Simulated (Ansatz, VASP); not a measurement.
# CoO in VASP and in Ansatz

```
CELL_PARAMETERS angstrom
0.00000 2.15955 2.15955
2.15955 0.00000 2.15955
2.15955 2.15955 0.00000
ATOMIC_POSITIONS crystal
Co 0.00000 0.00000 0.00000
O 0.50000 0.50000 0.50000
```

Change from the starting cell: volume scaled by 1.04.

Alike in both runs: task single point; functional PBE; k mesh 16 × 16 × 16; occupations fermi-dirac, width 0.05 eV; collinear spin.

|  | VASP | Ansatz |
| --- | --- | --- |
| version | VASP 6.6.1 | Ansatz 0.2.0 |
| potentials or method | VASP PAW PBE potentials, release 64 (Co, O), cutoff 520 eV | all-electron LAPW, scalar-relativistic |

|  | VASP | Ansatz | Ansatz less VASP |
| --- | --- | --- | --- |
| pressure (GPa) | -8.3 | -6.5 | +1.79 |
| net moment per atom (μB) | 1.49 | 1.49 | +0.002 |
| size of the moment on the site where the two differ most (μB) | 2.60 | 2.63 | +0.025 |

Site moments also hang on the region over which each program counts them. Ansatz ran all-electron here, and VASP with PAW potentials.
